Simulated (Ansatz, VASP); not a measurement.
**Two plane-wave programs on KGa2**

```xyz
3
Lattice="-1.5050 2.1048 6.2160 1.5050 -2.1048 6.2160 1.5050 2.1048 -6.2160" Properties=species:S:1:pos:R:3 pbc="T T T"
K     0.0000    0.0000    0.0000
Ga    0.0000    0.0000    3.7225
Ga    0.0000    0.0000    8.7094
```

Alike in both runs: functional PBE; k mesh 8 × 8 × 8; occupations gaussian, width 0.1 eV; no spin polarisation.

Ansatz relaxed the structure, and its values are those at the end. VASP's run is a single point on that final structure, the one shown.

|  | VASP | Ansatz |
| --- | --- | --- |
| version | VASP 6.6.1 | Ansatz 0.2.0 |
| potentials or method | VASP PAW PBE potentials, release 64 (K_sv, Ga_d), cutoff 520 eV | scalar-relativistic, plane waves, PAW |
| valence electrons in the cell | 35 | 35 |

```csv
,VASP,Ansatz,Ansatz less VASP
gap on the k mesh at the Fermi level (eV),none,none,-
pressure (GPa),0.1,0.0,-0.06
```

A gap of «none» marks a metal or a gap that the smearing closes. The functional is the same, so the differences come from potentials, cutoffs and numerics.
